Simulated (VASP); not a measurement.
Input of a VASP 6.6.1 run:

INCAR

```
SYSTEM = KTaO3
PREC = Accurate
ENCUT = 520
EDIFF = 1E-7
ISMEAR = -1
SIGMA = 0.05
LREAL = Auto
LASPH = .True.
NELM = 100
ALGO = Normal
ISIF = 2
LWAVE = .False.
LCHARG = .False.
GGA = PS
ISYM = 0
NBANDS = 178
```

File KPOINTS:

```
Automatic mesh
0
Gamma
  1 1 1
  0.25 0.25 0.25
```

The input POSCAR:

```
KTaO3
1.0
    7.9708780000      0.0000000000      0.0000000000
    0.0000000000      7.9708780000      0.0000000000
    0.0000000000      0.0000000000      7.9708780000
Ta K O
8 8 24
Direct
    0.1158800000      0.0068630000      0.0466290000
    0.2504130000      0.2543720000      0.7535250000
    0.2689610000      0.7454700000      0.2682010000
    0.2515060000      0.7485920000      0.7552500000
    0.7514030000      0.2581720000      0.2485270000
    0.7541670000      0.2539210000      0.7546280000
    0.7607540000      0.7610330000      0.2464930000
    0.7532620000      0.7521850000      0.7523160000
    0.9893550000      0.9988740000      0.5043790000
    0.9993090000      0.4994840000      0.9963120000
    0.9927150000      0.5024770000      0.5140600000
    0.5213110000      0.0108630000      0.9973030000
    0.5075930000      0.0119770000      0.4963060000
    0.4980440000      0.4925050000      0.0023610000
    0.5117110000      0.4919720000      0.5022050000
    0.2379150000      0.2792980000      0.2864410000
    0.2446360000      0.2116610000      0.9948070000
    0.2400320000      0.1713680000      0.5452400000
    0.2483070000      0.7561240000      0.0017880000
    0.2418270000      0.7753620000      0.5073450000
    0.7364000000      0.2642220000      0.9895160000
    0.7734380000      0.2497610000      0.4930980000
    0.7331350000      0.7446650000      0.9946470000
    0.7615780000      0.7489810000      0.4923760000
    0.9736400000      0.1533390000      0.1602930000
    0.9949370000      0.2696390000      0.7599750000
    0.9994320000      0.8214390000      0.2012220000
    0.9925110000      0.7314480000      0.7535060000
    0.5276890000      0.2750070000      0.2468520000
    0.4967980000      0.2433710000      0.7471370000
    0.5037000000      0.7131340000      0.2562060000
    0.4903350000      0.7655480000      0.7414440000
    0.2761170000      0.9889750000      0.2169210000
    0.1877580000      0.9880190000      0.8016290000
    0.1697260000      0.5463930000      0.2545390000
    0.2541500000      0.5020510000      0.7435270000
    0.7155050000      0.9927730000      0.2526720000
    0.7554130000      0.0001960000      0.7481940000
    0.7945340000      0.5017220000      0.2471380000
    0.7313050000      0.5032630000      0.7399310000
```

Potentials or basis: VASP PAW PBE potentials, release 64 (Ta_pv, K_sv, O).

The run is started by

```console
$ cat potpaw_PBE.64/Ta_pv/POTCAR potpaw_PBE.64/K_sv/POTCAR potpaw_PBE.64/O/POTCAR > POTCAR
$ mpirun -np 1 vasp_std > vasp.out
```

(1) Predict the band gap on the k mesh.

(2) What does it give for the pressure?

(3) Predict the largest force.

## Answers

(1) 2.97 eV.

(2) 7.4 GPa.

(3) 0.249 eV/Å.

Caveat: the k points lie up to 0.79 Å⁻¹ apart; the PAW data sets were made with another functional, which shifts forces and pressure a little; spin-orbit coupling is left out, which moves the levels of the heavy elements.
